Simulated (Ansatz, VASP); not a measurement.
# AgCl in VASP and in Ansatz

File INCAR:

```
SYSTEM = AgCl
ALGO = Normal
EDIFF = 1E-6
ENCUT = 500
GGA = PS
GGA_COMPAT = .FALSE.
ISIF = 2
ISMEAR = 0
LASPH = .TRUE.
LCHARG = .FALSE.
LREAL = .FALSE.
LWAVE = .FALSE.
NBANDS = 16
NELM = 120
PREC = Accurate
SIGMA = 0.1
```

KPOINTS

```
k-points
0
G
  6 6 6
  0 0 0
```

File POSCAR:

```
AgCl
1.0
    0.0000000000      2.7726630000      2.7726630000
    2.7726630000      0.0000000000      2.7726630000
    2.7726630000      2.7726630000      0.0000000000
Ag Cl
1 1
Direct
    0.0000000000      0.0000000000      0.0000000000
    0.5000000000      0.5000000000      0.5000000000
```

Input for Ansatz:

```yaml
crystal:
  lattice:
    - [0.0, 2.772663, 2.772663]
    - [2.772663, 0.0, 2.772663]
    - [2.772663, 2.772663, 0.0]
  atoms:
    - { symbol: Ag, position: [0.0, 0.0, 0.0] }
    - { symbol: Cl, position: [0.5, 0.5, 0.5] }
basis:
  ecutwfc: 420
kpoints:
  mp_grid: { grid: [6, 6, 6] }
hamiltonian:
  xc: pbesol
  pseudopotentials: { kind: paw, azcp: { folder: soft_1 } }
scf:
  occupations: { method: gaussian, width: 0.1 }
output:
  forces: true
  stress: true
  eigenvalues: true
```

Alike in both runs: task single point; functional PBEsol; k mesh 6 × 6 × 6; occupations gaussian, width 0.1 eV; no spin polarisation.

```csv
,VASP,Ansatz
version,VASP 6.6.1,Ansatz 0.2.0
potentials or method,"VASP PAW PBE potentials, release 64 (Ag, Cl), cutoff 500 eV","scalar-relativistic, plane waves, PAW"
valence electrons in the cell,18,26
```

|  | VASP | Ansatz | Ansatz less VASP |
| --- | --- | --- | --- |
| gap on the k mesh at the Fermi level (eV) | 0.73 | 0.73 | +0.003 |
| least direct gap on the mesh (eV) | 3.06 | 3.06 | -0.002 |
| pressure (GPa) | -2.7 | -2.6 | +0.12 |

VASP's potentials were made for PBE, not for PBEsol, and Ansatz warns of the same on its side. VASP's potentials hold 18 valence electrons a cell and Ansatz's 26, so a difference there can come from the potentials and not from the codes.
